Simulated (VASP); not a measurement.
# SnO2 in VASP: notebook, part 2 of 2

VASP 6.6.1. The steps go on from the part before.

### 5 Single point, RPBE+D3(BJ)

This run uses another cell than the first one, of 11.87 Å³/atom.

The input, INCAR:

```
PREC     = Accurate       # precision mode
ENCUT    = 520            # plane-wave cutoff, eV
EDIFF    = 1E-6           # SCF threshold, eV
ISMEAR   = -1             # smearing method
SIGMA    = 0.05           # smearing width, eV
LREAL    = False          # projectors in reciprocal space
LASPH    = True           # aspherical terms in the spheres
NELM     = 100            # most SCF steps
ALGO     = Normal         # electronic algorithm
ISIF     = 2              # what is computed and relaxed
LWAVE    = False          # write WAVECAR
LCHARG   = False          # write CHGCAR
GGA      = RP             # functional
IVDW     = 12             # dispersion correction
NBANDS   = 64             # bands
```

The input, KPOINTS:

```
Automatic mesh
0
Gamma
  6 6 6
```

The input, POSCAR:

```
SnO2
1.0
   -3.1966470583      3.3379707375      3.3379748880
    3.1966470583     -3.3379707375      3.3379748880
    3.1966470583      3.3379707375     -3.3379748880
Sn O
4 8
Direct
    0.5000000000      0.0000000000      0.0000000000
    0.5000000000      0.5000000000      0.5000000000
    0.0000188641      0.7500188641      0.2500000000
    0.9999811359      0.2499811359      0.7500000000
    0.8054113093      0.8053999219      0.4999886127
    0.8054113093      0.3054226966      0.0000113873
    0.3053959116      0.2499846395      0.0554112721
    0.6945733674      0.2499846395      0.4445887279
    0.3054266326      0.7500153605      0.5554112721
    0.1945886907      0.6945773034      0.9999886127
    0.6946040884      0.7500153605      0.9445887279
    0.1945886907      0.1946000781      0.5000113873
```

Potentials or basis: VASP PAW PBE potentials, release 64 (Sn_d, O).

Command:

```bash
> cat potpaw_PBE.64/Sn_d/POTCAR potpaw_PBE.64/O/POTCAR > POTCAR
> mpirun -np 1 vasp_std > vasp.out
```

OUTCAR:

```text
PREC = Accurate
   ENCUT = 520
   EDIFF = 1E-6
   ISMEAR = -1
   LREAL = False
   LASPH = True
   NELM = 100
   ISIF = 2
   GGA = RP
   IVDW = 12
 IVDW          = 12

 ion  position               nearest neighbor table
   1  0.500  0.000  0.000-   6 2.04  10 2.04   8 2.06   9 2.06   7 2.06  11 2.06   2 3.20   2 3.20
                             4 3.70   3 3.70   3 3.70   3 3.70   4 3.70   4 3.70   3 3.70   4 3.70
   2  0.500  0.500  0.500-   5 2.04  12 2.04   8 2.06   9 2.06  11 2.06   7 2.06   1 3.20   1 3.20
                             3 3.70   4 3.70   4 3.70   3 3.70   3 3.70   4 3.70   4 3.70   3 3.70
   3  0.000  0.750  0.250-   9 2.04  11 2.04  10 2.06  12 2.06   5 2.06   6 2.06   4 3.20   4 3.20
                             2 3.70   1 3.70   1 3.70   2 3.70   1 3.70   2 3.70   2 3.70   1 3.70
   4  1.000  0.250  0.750-   7 2.04   8 2.04   6 2.06   5 2.06  12 2.06  10 2.06   3 3.20   3 3.20
                             1 3.70   2 3.70   2 3.70   1 3.70   2 3.70   1 3.70   1 3.70   2 3.70
   5  0.805  0.805  0.500-   2 2.04   4 2.06   3 2.06
   6  0.805  0.305  0.000-   1 2.04   4 2.06   3 2.06
   7  0.305  0.250  0.055-   4 2.04   2 2.06   1 2.06
   8  0.695  0.250  0.445-   4 2.04   2 2.06   1 2.06
   9  0.305  0.750  0.555-   3 2.04   2 2.06   1 2.06
[... 1827 lines left out ...]

 Edisp (eV)  -10.93139

 E8    (eV) :    -6.5176

  FORCE on cell =-STRESS in cart. coord.  units (eV):
  Direction    XX          YY          ZZ          XY          YZ          ZX
  --------------------------------------------------------------------------------------
  -------------------------------------------------------------------------------------
  Total       0.74693     0.49770     0.49758     0.00000    -0.00000     0.00000
  in kB       8.39987     5.59702     5.59574     0.00000    -0.00000     0.00000
  external pressure =        6.53 kB  Pullay stress =        0.00 kB

 VOLUME and BASIS-vectors are now :
 -----------------------------------------------------------------------------
  energy-cutoff  :      520.00
  volume of cell :      142.47
      direct lattice vectors                 reciprocal lattice vectors
    -3.196647058  3.337970738  3.337974888     0.000000000  0.149791607  0.149791420
     3.196647058 -3.337970738  3.337974888     0.156413890  0.000000000  0.149791420
     3.196647058  3.337970738 -3.337974888     0.156413890  0.149791607  0.000000000

 POSITION                                       TOTAL-FORCE (eV/Angst)
 -----------------------------------------------------------------------------------
     -1.59832      1.66899      1.66899         0.000000      0.000000      0.000000
      1.59832      1.66899      1.66899         0.000000      0.000000      0.000000
      3.19665     -1.66899      1.66911         0.000000      0.000000     -0.000450
      0.00000      5.00696      1.66886         0.000000      0.000000      0.000450
      1.59825      1.66899      3.70790        -0.000117      0.000000     -0.015471
     -1.59825      1.66899      3.70790         0.000117     -0.000000     -0.015471
      0.00000      0.36992      1.66888         0.000000     -0.015455      0.000023
      0.00000      2.96805      1.66888        -0.000000      0.015455      0.000023
      3.19665      0.36992      1.66909         0.000000     -0.015455     -0.000023
      4.79490      1.66899     -0.36992        -0.000117      0.000000      0.015471
      3.19665      2.96805      1.66909        -0.000000      0.015455     -0.000023
      1.59840      1.66899     -0.36992         0.000117     -0.000000      0.015471
 -----------------------------------------------------------------------------------
    total drift:                                0.000000      0.000000      0.000000

  FREE ENERGIE OF THE ION-ELECTRON SYSTEM (eV)
  ---------------------------------------------------
  free  energy   TOTEN  =       -80.3356807601 eV

  energy  without entropy=      -80.3356807318  energy(sigma->0) =      -80.33568075
```

OSZICAR:

```text
N       E                     dE             d eps       ncg     rms          rms(c)
DAV:   1     0.161780606536E+04    0.16178E+04   -0.48963E+04  6896   0.261E+03
DAV:   2     0.261371331864E+03   -0.13564E+04   -0.12851E+04  6200   0.807E+02
DAV:   3    -0.544815238359E+02   -0.31585E+03   -0.30902E+03  6360   0.282E+02
DAV:   4    -0.809773917816E+02   -0.26496E+02   -0.26205E+02  7272   0.898E+01
DAV:   5    -0.817441883929E+02   -0.76680E+00   -0.76428E+00  6904   0.160E+01    0.229E+01
DAV:   6    -0.689916248246E+02    0.12753E+02   -0.42238E+01  9352   0.686E+01    0.839E+00
DAV:   7    -0.693874496894E+02   -0.39582E+00   -0.51013E+00  6656   0.932E+00    0.486E+00
DAV:   8    -0.694312142043E+02   -0.43765E-01   -0.61403E-01  8168   0.640E+00    0.118E+00
DAV:   9    -0.694010285897E+02    0.30186E-01   -0.19648E-01  8800   0.482E+00    0.231E-01
DAV:  10    -0.694036391849E+02   -0.26106E-02   -0.17004E-02  7104   0.821E-01    0.104E-01
DAV:  11    -0.694042921857E+02   -0.65300E-03   -0.15913E-03  7568   0.222E-01    0.223E-02
DAV:  12    -0.694042954415E+02   -0.32558E-05   -0.73176E-05  7824   0.555E-02    0.155E-02
DAV:  13    -0.694042935871E+02    0.18544E-05   -0.29093E-05  7960   0.768E-02    0.471E-03
DAV:  14    -0.694042942308E+02   -0.64377E-06   -0.55544E-06  6360   0.123E-02
   1 F= -.80335681E+02 E0= -.80335681E+02  d E =-.282783E-07
```

It took 14 min on 1 thread of Intel Xeon 8259CL, shared host; peak memory 0.45 GiB.

What came out:

- Free energy: -80.3357 eV
- Pressure: 0.7 GPa
- Largest force: 0.015 eV/Å
- Band gap on the k mesh: 1.35 eV
- Dispersion energy per atom: -0.911 eV

Forces on the atoms (eV/Å):
```
Sn   0.000  0.000  0.000
Sn   0.000  0.000  0.000
Sn   0.000  0.000  0.000
Sn   0.000  0.000  0.000
O    0.000  0.000 -0.015
O    0.000  0.000 -0.015
O    0.000 -0.015  0.000
O    0.000  0.015  0.000
O    0.000 -0.015  0.000
O    0.000  0.000  0.015
O    0.000  0.015  0.000
O    0.000  0.000  0.015
```

Stress tensor (GPa, compression positive):
```
0.84 0.00 0.00
0.00 0.56 0.00
0.00 0.00 0.56
```

Caveat: the PAW data sets were made with another functional, which shifts forces and pressure a little; spin-orbit coupling is left out, which moves the levels of the heavy elements.

### 6 Single point, PBEsol

This run uses another cell than the first one, of 13.38 Å³/atom.

The input, INCAR:

```
ALGO = Normal
EDIFF = 1E-7
ENCUT = 520
GGA = PS
ISIF = 2
ISMEAR = -1
LASPH = True
LCHARG = False
LREAL = False
LWAVE = False
NBANDS = 64
NELM = 60
PREC = Accurate
SIGMA = 0.05
```

The input, KPOINTS:

```
k-points
0
Gamma
  6 6 6
```

The input, POSCAR:

```
SnO2
1.0
   -3.3126170399      3.4814373938      3.4809795876
    3.3126170399     -3.4814373938      3.4809795876
    3.3126170399      3.4814373938     -3.4809795876
Sn O
4 8
Direct
    0.5000000000      0.0000000000      0.0000000000
    0.5000000000      0.5000000000      0.5000000000
    0.0035990000      0.7535990000      0.2500000000
    0.9964010000      0.2464010000      0.7500000000
    0.8064960000      0.8037740000      0.4972780000
    0.8064960000      0.3092180000      0.0027220000
    0.3024350000      0.2459400000      0.0564950000
    0.6894450000      0.2459400000      0.4435050000
    0.3105550000      0.7540600000      0.5564950000
    0.1935040000      0.6907820000      0.9972780000
    0.6975650000      0.7540600000      0.9435050000
    0.1935040000      0.1962260000      0.5027220000
```

Potentials or basis: VASP PAW PBE potentials, release 64 (Sn_d, O).

Command:

```bash
> cat potpaw_PBE.64/Sn_d/POTCAR potpaw_PBE.64/O/POTCAR > POTCAR
> mpirun -np 1 vasp_std > vasp.out
```

Run time: 8.5 min. Hardware: 1 thread of AMD EPYC 9R45 (Zen 5), shared host; peak memory 0.5 GiB.

Results (log left out):

| Item | Value |
| --- | --- |
| Free energy | -78.6683 eV |
| Pressure | -14.4 GPa |
| Largest force | 0.252 eV/Å |

Forces on the atoms (eV/Å):
```
Sn   0.000  0.000  0.000
Sn   0.000  0.000  0.000
Sn   0.000  0.000 -0.063
Sn   0.000  0.000  0.063
O    0.056  0.000  0.245
O   -0.056  0.000  0.245
O    0.000  0.247  0.038
O    0.000 -0.247  0.038
O    0.000  0.247 -0.038
O    0.056  0.000 -0.245
O    0.000 -0.247 -0.038
O   -0.056  0.000 -0.245
```

Stress tensor (GPa, compression positive):
```
-17.11   0.00   0.00
  0.00 -13.08   0.00
  0.00   0.00 -13.06
```

Levels at points of the mesh, in eV from the Fermi level:
| k point | band 48 | band 49 | band 50 | band 51 | band 52 | band 53 | band 54 | band 55 | band 56 | band 57 |
| --- | --- | --- | --- | --- | --- | --- | --- | --- | --- | --- |
| (0.00, 0.00, 0.00) | -0.78 | -0.77 | -0.75 | -0.74 | -0.11 | -0.05 | 3.61 | 3.61 | 4.95 | 5.50 |
| (0.50, 0.00, 0.00) | -0.98 | -0.84 | -0.84 | -0.63 | -0.62 | 3.15 | 3.15 | 5.02 | 5.03 | 6.23 |
| (0.00, 0.50, 0.00) | -1.11 | -0.82 | -0.81 | -0.52 | -0.49 | 3.25 | 3.25 | 4.79 | 4.81 | 7.67 |
| (0.50, 0.50, 0.00) | -1.12 | -0.81 | -0.81 | -0.51 | -0.51 | 3.25 | 3.25 | 4.80 | 4.80 | 7.66 |
| (0.50, 0.50, 0.50) | -1.40 | -1.16 | -1.16 | -0.85 | -0.84 | 3.51 | 3.51 | 4.77 | 4.78 | 6.52 |

Caveat: the cell stands under tension; the PAW data sets were made with another functional, which shifts forces and pressure a little; spin-orbit coupling is left out, which moves the levels of the heavy elements.

### 7 Summary

```csv
level,cell,k mesh,gap on the mesh (eV),pressure (GPa),largest force (eV/Å)
BLYP,"a = 5.871 Å, angles 112.4, 108.0, 108.0°, 12 atoms, atomic positions A",6 × 6 × 6,0.44,0.8,0.02
PBE,"a = 5.744, b = 5.744, c = 5.896 Å, angles 112.1, 108.2, 107.1°, 12 atoms, atomic positions B",5 × 5 × 5,0.62,0.1,0.24
BLYP,"a = 5.820 Å, angles 112.1, 108.2, 108.2°, 12 atoms, atomic positions B",5 × 5 × 5,0.69,5.2,0.06
RPBE+D3(BJ),"a = 5.701 Å, angles 111.8, 108.3, 108.3°, 12 atoms, atomic positions A",6 × 6 × 6,1.35,0.7,0.02
PBEsol,"a = 5.934 Å, angles 112.1, 108.2, 108.2°, 12 atoms, atomic positions B",6 × 6 × 6,-,-14.4,0.25
```

Alike in all rows: task single point; potentials or basis VASP PAW PBE potentials, release 64 (Sn_d, O); no spin polarisation; cutoff (eV) 520; smearing fermi-dirac 0.05 eV.

Caveats: spin-orbit coupling is left out, which moves the levels of the heavy elements; the PAW data sets were made with another functional, which shifts forces and pressure a little (at least some runs); the cell stands under pressure (at least some runs); the cell stands under tension (at least some runs).

Absolute energies hang on the potentials; compare differences alone.
